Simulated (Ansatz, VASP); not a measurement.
**I in VASP and in Ansatz**

```xyz
4
Lattice="3.6350 -2.3950 0.0000 3.6350 2.3950 0.0000 0.0000 0.0000 9.7934" Properties=species:S:1:pos:R:3 pbc="T T T"
I     3.6350   -0.7152    3.7646
I     3.6350    1.6799    1.1321
I     3.6350    0.7152    6.0288
I     3.6350   -1.6799    8.6613
```

Alike in both runs: functional BLYP; k mesh 7 × 7 × 3; occupations fermi-dirac, width 0.05 eV; no spin polarisation.

|  | VASP | Ansatz |
| --- | --- | --- |
| version | VASP 6.6.1 | Ansatz 0.2.0 |
| potentials or method | VASP PAW PBE potentials, release 64 (I) | Ansatz PAW |
| plane-wave cutoff (eV) | 520 | 420 |
| valence electrons in the cell | 28 | 68 |
| task | single point | band structure |

Ansatz gave:

- gap on the k mesh at the Fermi level (eV): 1.32
- least direct gap on the mesh (eV): 1.40
- pressure (GPa): 3.9
- traceless stress, the component that is largest in VASP (GPa): 1.66
- rms of the force components (eV/Å): 0.636

Which values does VASP return?

gap on the k mesh at the Fermi level (eV): 1.32; least direct gap on the mesh (eV): 1.41; pressure (GPa): 3.9; traceless stress, the component that is largest in VASP (GPa): 1.72; rms of the force components (eV/Å): 0.647.

VASP's potentials were made for PBE, not for BLYP. Atom by atom the forces differ by 0.012 eV/Å (rms over components). VASP's potentials hold 28 valence electrons a cell and Ansatz's 68, so a difference there can come from the potentials and not from the codes.

Neither program's run includes spin-orbit coupling.
